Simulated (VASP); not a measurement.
Input of a VASP 6.6.1 run:

Contents of INCAR:

```
PREC     = Accurate       # precision mode
ENCUT    = 520            # plane-wave cutoff, eV
EDIFF    = 1E-6           # SCF threshold, eV
ISMEAR   = 0              # smearing method
SIGMA    = 0.1            # smearing width, eV
LREAL    = F              # projectors in reciprocal space
LASPH    = T              # aspherical terms in the spheres
NELM     = 80             # most SCF steps
ALGO     = Normal         # electronic algorithm
ISIF     = 2              # what is computed and relaxed
LWAVE    = F              # write WAVECAR
LCHARG   = T              # write CHGCAR
GGA      = PE             # functional
LELF     = T              # ELF
LVHAR    = T            
NBANDS   = 10             # bands
```

Contents of KPOINTS:

```
Automatic mesh
0
Gamma
  16 16 18
```

The input POSCAR:

```
BeSb
1.0
    3.6604771643      0.0000000000      0.0000000000
    0.0000000000      3.6604771643      0.0000000000
    0.0000000000      0.0000000000      3.0087903851
Be Sb
1 1
Direct
    0.5000000000      0.5000000000      0.7500122144
    0.0000000000      0.0000000000      0.7499877856
```

Potentials or basis: VASP PAW PBE potentials, release 64 (Be, Sb).

Launch:

```sh
$ cat potpaw_PBE.64/Be/POTCAR potpaw_PBE.64/Sb/POTCAR > POTCAR
$ mpirun -np 1 vasp_std > vasp.out
```

Problem. What does it give for the pressure?

Solution. 0.1 GPa.

Problem. Estimate the band gap on the k mesh.

Solution. Zero (an odd number of electrons rules out a gap without spin polarisation).

Stress tensor (GPa, compression positive):
```
0.22 0.00 0.00
0.00 0.22 0.00
0.00 0.00 0.00
```

Caveat: spin-orbit coupling is left out, which moves the levels of the heavy elements.
